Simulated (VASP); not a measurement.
Runs of VASP 6.6.1 on Pd. The structure is that of space group Im-3m (No. 229), or close to it. The cells are those of the table. 

| cell | gap on the mesh (eV) | pressure (GPa) |
| --- | --- | --- |
| a = 2.741 Å, angles 109.5°, 1 atom | none | -7.8 |
| a = 2.686 Å, angles 109.5°, 1 atom | none | (a) |
| a = 2.705 Å, angles 109.5°, 1 atom | none | (b) |
| a = 2.777 Å, angles 109.5°, 1 atom | none | -12.4 |
| a = 2.723 Å, angles 109.5°, 1 atom | none | -4.9 |

Alike in all rows: task single point; level r2SCAN; potentials or basis VASP PAW PBE potentials, release 64 (Pd); no spin polarisation; k mesh 10 × 10 × 10; cutoff (eV) 520; smearing fermi-dirac 0.05 eV.

Question: Fill in the values left out.

Answer: (a) 2.1; (b) -1.6.

Caveats: the PAW data sets were made with another functional, which shifts forces and pressure a little.

A k mesh can miss the band edges, and the runs leave out spin-orbit coupling on Pd.

A gap of «none» marks levels without a gap at the run's occupations.
